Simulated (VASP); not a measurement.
Rh, 1 atom in the cell. The structure is tetragonal, space group I4/mmm (No. 139). The conventional cell has a = 2.718 Å, b = 2.718 Å, c = 4.153 Å, α = 90.00°, β = 90.00°, γ = 90.00°. Rh (site symmetry 4/mmm) has 12 Rh at 2.72 to 2.83 Å within 3.6 Å. 

```yaml
Program: VASP 6.6.1
Task: single point
Functional: LDA
Potentials_or_basis: VASP PAW LDA potentials, release 64 (Rh_pv)
Cutoff: 520 eV
k_mesh: 22 × 22 × 22
Occupations: gaussian, width 0.15 eV
Spin: no spin polarisation
Dipole_correction: no
Further_INCAR_settings: ALGO = Fast; EDIFF = 1e-06; NBANDS = 14
```

Potentials or basis: VASP PAW LDA potentials, release 64 (Rh_pv).

The run is started by

```console
$ cat potpaw_LDA.64/Rh_pv/POTCAR > POTCAR
$ mpirun -np 1 vasp_std > vasp.out
```

Hardware: 1 thread of AMD EPYC 9R45 (Zen 5) (shared host).

**Question.** How long does it take, and how much memory?

**Answer.** Run time: 100 s on 1 thread of AMD EPYC 9R45 (Zen 5) (shared host), peak memory 0.23 GiB. Counts: scf iterations 12, k points 834.
